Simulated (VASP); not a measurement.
Input of a VASP 6.6.1 run:

The input INCAR:

```
PREC = Accurate ; ENCUT = 600
EDIFF = 1E-6 ; ISMEAR = -1
SIGMA = 0.08 ; LREAL = F
LASPH = T ; NELM = 80
ALGO = Normal ; ISIF = 3
LWAVE = F ; LCHARG = F
GGA = PE ; IBRION = 2
NSW = 60 ; EDIFFG = -0.005
```

The input KPOINTS:

```
regular mesh
0
Gamma
  20 20 20
```

File POSCAR:

```
Be
1.0
   -1.9492775201      1.9492775201      1.0721026360
    1.9492775201     -1.9492775201      1.0721026360
    1.9492775201      1.9492775201     -1.0721026360
Be
2
Direct
   -0.3750000000     -0.1250000000     -0.2500000000
    0.3750000000      0.1250000000      0.2500000000
```

Potentials or basis: VASP PAW PBE potentials, release 64 (Be).

Launch:

```sh
$ cat potpaw_PBE.64/Be/POTCAR > POTCAR
$ mpirun -np 1 vasp_std > vasp.out
```

**Question.** Estimate the relaxed volume.

**Answer.** 9.40 Å³/atom.

**Question.** Estimate the band gap on the k mesh.

**Answer.** Zero (bands 2 and 3 overlap by 5.50 eV).

**Question.** Predict the space group after relaxing (to 0.1 Å).

**Answer.** I4_1/amd (No. 141).

Step by step:
```
step  energy change (eV)  largest force (eV/Å)  pressure (GPa)  volume (Å³)
   1              0.0000                0.0000           13.56        16.29
   2             -0.1430                0.0000            3.25        17.96
   3             -0.1629                0.0000           -2.42        19.36
   4             -0.1649                0.0000           -1.27        19.03
   5             -0.1649                0.0000           -1.06        18.97
   6             -0.1671                0.0000            0.11        18.79
   7             -0.1672                0.0000            0.03        18.80
```

Caveat: the volume moved by over 15 % at a fixed basis, so the end points are rough.
